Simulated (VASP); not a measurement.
# Cu5Si3 in VASP: further runs, part 2 of 2

VASP 6.6.1.

## 4. Single point, PBE

INCAR reads:

```
ALGO = Normal
EDIFF = 1E-6
ENCUT = 400
GGA = PE
GGA_COMPAT = F
ISIF = 2
ISMEAR = -1
ISYM = -1
LASPH = T
LCHARG = T
LELF = T
LREAL = Auto
LVHAR = T
LWAVE = F
NBANDS = 81
NELM = 120
PREC = Accurate
SIGMA = 0.1336
```

KPOINTS reads:

```
explicit points
1
Reciprocal
  0.25000000   0.25000000   0.25000000 1
```

POSCAR reads:

```
Cu5Si3
1.0
    6.0333080000     -0.0687010000      0.0339860000
   -0.0687010000      6.3113540000     -0.0708020000
    0.0339860000     -0.0708020000      5.9927160000
Cu Si
10 6
Direct
    0.5449379893      0.2550376026      0.5959691582
    0.7936532242      0.5594154265      0.3876023213
    0.6862347948      0.1271278702      0.9099315789
    0.7310568984      0.9119834327      0.5828500051
    0.0455340575      0.2307454463      0.6042620272
    0.5181124655      0.5945495035      0.7711723238
    0.3100642075      0.8917173525      0.7057026447
    0.4245054261      0.4109354510      0.0949712635
    0.1874212504      0.7267927874      0.0035385766
    0.3742075625      0.9729436436      0.3130324443
    0.0385447786      0.6238393529      0.6728613689
    0.6190290596      0.7484718285      0.1000643082
    0.9063495795      0.4326730885      0.9908463747
    0.1133157928      0.1289184836      1.0536323657
    0.3725175594      0.5644967347      0.3928476030
    0.8222361484      0.1788751428      0.3229556015
```

Potentials or basis: VASP PAW PBE potentials, release 64 (Cu, Si).

Run with:

```console
$ cat potpaw_PBE.64/Cu/POTCAR potpaw_PBE.64/Si/POTCAR > POTCAR
$ mpirun -np 1 vasp_std > vasp.out
```

OUTCAR:

```text
EDIFF = 1E-6
   ENCUT = 400
   GGA = PE
   ISIF = 2
   ISMEAR = -1
   ISYM = -1
   LASPH = T
   LREAL = Auto
   NELM = 120
   PREC = Accurate

 ion  position               nearest neighbor table
   1  0.545  0.255  0.596-   3 2.25   6 2.37  16 2.38   4 2.46  15 2.57  10 2.63   2 2.73   7 2.76

   2  0.794  0.559  0.388-  11 2.30  12 2.39  16 2.43   4 2.52  15 2.54  13 2.58   1 2.73
   3  0.686  0.127  0.910-   1 2.25  13 2.36   4 2.38  16 2.63   8 2.63  12 2.69  14 2.73
   4  0.731  0.912  0.583-  16 2.37   3 2.38   1 2.46   2 2.52   6 2.63   7 2.64  11 2.69   5 2.74
                            10 2.75
   5  0.046  0.231  0.604-  16 2.18  11 2.51   4 2.74  13 2.75   7 2.78  14 2.82
   6  0.518  0.595  0.771-  12 2.26   7 2.32   8 2.34   1 2.37  15 2.44   9 2.56   4 2.63  13 2.92
                            11 2.97
   7  0.310  0.892  0.706-   9 2.20   6 2.32  11 2.33  10 2.44   4 2.64   1 2.76   5 2.78  15 2.79
                            14 2.81
   8  0.425  0.411  0.095-  15 2.04   6 2.34  12 2.41   9 2.55  14 2.57   3 2.63  13 2.97
   9  0.187  0.727  0.004-   7 2.20  11 2.26  13 2.49   8 2.55   6 2.56  14 2.60  10 2.64  12 2.67
                            15 2.82
  10  0.374  0.973  0.313-  12 2.41   7 2.44  14 2.46   1 2.63  15 2.63   9 2.64   4 2.75
  11  0.039  0.624  0.673-   9 2.26   2 2.30   7 2.33  13 2.40   5 2.51  15 2.64   4 2.69   6 2.97

  12  0.619  0.748  0.100-   6 2.26   2 2.39  10 2.41   8 2.41  15 2.57   9 2.67   3 2.69  13 2.73

  13  0.906  0.433  0.991-  14 2.35   3 2.36  11 2.40   9 2.49   2 2.58  16 2.62  12 2.73   5 2.75
                             6 2.92   8 2.97
  14  0.113  0.129  0.054-  13 2.35  16 2.39  10 2.46   8 2.57   9 2.60   3 2.73   7 2.81   5 2.82

  15  0.373  0.564  0.393-   8 2.04   6 2.44   2 2.54  12 2.57   1 2.57  10 2.63  11 2.64   7 2.79
                             9 2.82
  16  0.822  0.179  0.323-   5 2.18   4 2.37   1 2.38  14 2.39   2 2.43  13 2.62   3 2.63

IMPORTANT INFORMATION: All symmetrisations will be switched off!
NOSYMM: (Re-)initialisation of all symmetry stuff for point group C_1.

----------------------------------------------------------------------------------------

                                     Primitive cell

  volume of cell :     228.1272

  direct lattice vectors                    reciprocal lattice vectors
     6.033308000 -0.068701000  0.033986000     0.165772159  0.001794171 -0.000918933
    -0.068701000  6.311354000 -0.070802000     0.001794171  0.158485028  0.001862274
     0.033986000 -0.070802000  5.992716000    -0.000918933  0.001862274  0.166896460

  length of vectors
     6.033794851  6.312125004  5.993230600     0.165784415  0.158506123  0.166909379

  position of ions in fractional coordinates (direct lattice)
     0.544937989  0.255037603  0.595969158
     0.793653224  0.559415427  0.387602321
     0.686234795  0.127127870  0.909931579
     0.731056898  0.911983433  0.582850005
     0.045534057  0.230745446  0.604262027
     0.518112466  0.594549503  0.771172324
[... 8 lines left out ...]
     0.372517559  0.564496735  0.392847603
     0.822236148  0.178875143  0.322955601

  ion indices of the primitive-cell ions
   primitive index   ion index
                 1           1
                 2           2
                 3           3
                 4           4
                 5           5
                 6           6
[... 8 lines left out ...]
                15          15
                16          16

----------------------------------------------------------------------------------------

 KPOINTS: explicit points

Read explicit list of k-points.

 Found      1 k-points:

 Following reciprocal coordinates:
            Coordinates               Weight
  0.250000  0.250000  0.250000      1.000000
   k-points           NKPTS =      1   k-points in BZ     NKDIM =      1   number of bands    NBANDS=     81
   number of dos      NEDOS =    301   number of ions     NIONS =     16
   total plane-waves  NPLWV =  67200
   dimension x,y,z NGX =    40 NGY =   42 NGZ =   40
   dimension x,y,z NGXF=    80 NGYF=   84 NGZF=   80
   ions per type =              10   6
   NGX,Y,Z   is equivalent  to a cutoff of  11.02, 11.06, 11.10 a.u.
   NGXF,Y,Z  is equivalent  to a cutoff of  22.04, 22.12, 22.19 a.u.
 SYSTEM =  unknown system
   PREC   = accura    normal or accurate (medium, high low for compatibility)
   ISTART =      0    job   : 0-new  1-cont  2-samecut
   ICHARG =      2    charge: 1-file 2-atom 10-const
   ISPIN  =      1    spin polarized calculation?
   LNONCOLLINEAR =      F non collinear calculations
   LSORBIT =      F    spin-orbit coupling
   LASPH  =      T    aspherical Exc in radial PAW
   ENCUT  =  400.0 eV  29.40 Ry    5.42 a.u.   9.84 10.29  9.77*2*pi/ulx,y,z
   NELM   =    120;   NELMIN=  2; NELMDL= -5     # of ELM steps
   EDIFF  = 0.1E-05   stopping-criterion for ELM
   LREAL  =      T    real-space projection
   EDIFFG = 0.1E-04   stopping-criterion for IOM
   NSW    =      0    number of steps for IOM
   IBRION =     -1    ionic relax: 0-MD 1-quasi-New 2-CG
   NFREE  =      0    steps in history (QN), initial steepest desc. (CG)
   ISIF   =      2    stress and relaxation
   ISYM   =     -1    0-nonsym 1-usesym 2-fastsym
   POTIM  = 0.5000    time-step for ionic-motion
   TEBEG  =    0.0;   TEEND  =   0.0 temperature during run
   PSTRESS=    0.0 pullay stress
   NELECT =     134.0000    total number of electrons
   NUPDOWN=      -1.0000    fix difference up-down
   EMIN   =  10.00;   EMAX   =-10.00  energy-range for DOS
   EFERMI =   0.00;   METHOD = LEGACY
   ISMEAR =    -1;   SIGMA  =   0.13  broadening in eV -4-tet -1-fermi 0-gaus
   EFERMI_NEDOS =   21; number of points for ismear=-14 and -15
   IALGO  =     38    algorithm
   IMIX   =      4    mixing-type and parameters
     AMIX     =   0.40;   BMIX     =  1.00
     AMIX_MAG =   1.60;   BMIX_MAG =  1.00
  volume/ion in A,a.u.               =      14.26        96.22
  Fermi-wavevector in a.u.,A,eV,Ry     =   1.371042  2.590894 25.575633  1.879756
  Thomas-Fermi vector in A             =   2.496774
   LORBIT       =      0    0 simple, 1 ext, 2 COOP (PROOUT), +10 PAW based schemes
   GGA     = PE    functional components
   LHFCALC =     F    Hartree Fock is set to
   AEXX    =    0.0000 exact exchange contribution
   IVDW    =     0    specifies the selected vdW correction
   LEPSILON=     F    determine dielectric tensor
   LRPA    =     F    only Hartree local field effects (RPA)
 non-spin polarized calculation
  energy-cutoff  :      400.00
  volume of cell :      228.13
 maximum number of plane-waves:      4153
 NGX is ok and might be reduce to    40
   NGX = 19   NGY = 21   NGZ = 19

 number of electron     134.0000019 magnetization

 Free energy of the ion-electron system (eV)
  ---------------------------------------------------
  ext. energy  EPLUGINS =         0.00000000
  ---------------------------------------------------
  free energy    TOTEN  =       -66.62610668 eV

  energy without entropy =      -66.54486905  energy(sigma->0) =      -66.58548786

 E-fermi :   7.2589     XC(G=0): -11.3955

 val. band max:        6.7057187826   @ k =   0.2500   0.2500   0.2500
 cond. band min:       7.7385009427   @ k =   0.2500   0.2500   0.2500
 fundamental gap:      1.0327821601
 Fermi energy:         7.2588948216

 k-point     1 :       0.2500    0.2500    0.2500
  band No.  band energies     occupation
      1      -4.0627      2.00000
      2      -2.8880      2.00000
      3      -2.1147      2.00000
      4      -1.2218      2.00000
      5      -0.4741      2.00000
      6      -0.0714      2.00000
[... 71 lines left out ...]
     78      11.5653      0.00000
     79      11.6946      0.00000
 [bands above 79 left out]

------------------------ aborting loop because EDIFF is reached ----------------------------------------

  FORCE on cell =-STRESS in cart. coord.  units (eV):
  Direction    XX          YY          ZZ          XY          YZ          ZX
  --------------------------------------------------------------------------------------
  -------------------------------------------------------------------------------------
  Total       -0.4114417     -1.0112520     12.7299575     -2.4658276     -0.1006304     -3.1913653
  in kB       -2.8896272     -7.1022000     89.4047223    -17.3179390     -0.7067450    -22.4135178
  external PRESSURE =      26.4709650 kB  Pullay stress =       0.0000000 kB

 VOLUME and BASIS-vectors are now :
 -----------------------------------------------------------------------------
  energy-cutoff  :      400.00
  volume of cell :      228.13
      direct lattice vectors                 reciprocal lattice vectors
     6.033308000 -0.068701000  0.033986000     0.165772159  0.001794171 -0.000918933
    -0.068701000  6.311354000 -0.070802000     0.001794171  0.158485028  0.001862274
     0.033986000 -0.070802000  5.992716000    -0.000918933  0.001862274  0.166896460

 POSITION                                       TOTAL-FORCE (eV/Angst)
 -----------------------------------------------------------------------------------
      3.29051      1.53000      3.57194        -1.054918      0.422510     -1.453462
      4.76310      3.44870      2.31016        -0.066642     -0.250771     -0.231253
      4.16246      0.69078      5.46728         0.237587     -0.697464      1.735851
      4.36785      5.66436      3.45313         0.180507     -1.055056     -0.212200
      0.27940      1.41041      3.60638         0.803044     -0.064637      1.152766
      3.11130      3.66222      4.59693         0.978402     -0.268306     -0.860047
[... 8 lines left out ...]
      2.22208      3.50933      2.32692        -1.177369      2.236949      3.390208
      4.95949      1.04959      1.95066        -0.745513     -0.527300     -1.506477
 -----------------------------------------------------------------------------------
    total drift:                                0.001997     -0.002291      0.000379

  FREE ENERGIE OF THE ION-ELECTRON SYSTEM (eV)
  ---------------------------------------------------
  free  energy   TOTEN  =       -66.6261066752 eV

  energy  without entropy=      -66.5448690492  energy(sigma->0) =      -66.58548786
```

Run time: 38 s. Hardware: 1 thread of Intel Xeon Platinum 8559C (Emerald Rapids), shared host; peak memory 0.23 GiB.

Results:

- Free energy: -66.6261 eV
- Pressure: 2.6 GPa
- Largest force: 4.229 eV/Å

Forces on the atoms (eV/Å):
```
Cu  -1.055  0.423 -1.453
Cu  -0.067 -0.251 -0.231
Cu   0.238 -0.697  1.736
Cu   0.181 -1.055 -0.212
Cu   0.803 -0.065  1.153
Cu   0.978 -0.268 -0.860
Cu   0.139  2.102 -1.216
Cu   0.173 -2.874 -1.906
Cu  -0.361 -0.015  2.412
Cu   0.002  0.321 -0.486
Si  -0.170  0.141 -1.013
Si   0.852  0.608 -0.107
Si  -1.029  1.499  0.393
Si   1.238 -1.578 -0.092
Si  -1.177  2.237  3.390
Si  -0.746 -0.527 -1.506
```

Caveat: the atoms stand as in a frame of molecular dynamics.

## 5. Summary

```csv
cell,pressure (GPa),largest force (eV/Å)
"as given, atomic positions A",2.0,3.26
"as given, atomic positions B",4.7,4.43
"as given, atomic positions C",2.6,4.23
```

Alike in all rows: task single point; level PBE; potentials or basis VASP PAW PBE potentials, release 64 (Cu, Si); no spin polarisation; k mesh 1 × 1 × 1, shifted; cutoff (eV) 400; smearing fermi-dirac 0.1336 eV.

Caveats: the atoms stand as in a frame of molecular dynamics.

Absolute energies hang on the potentials; compare differences alone.
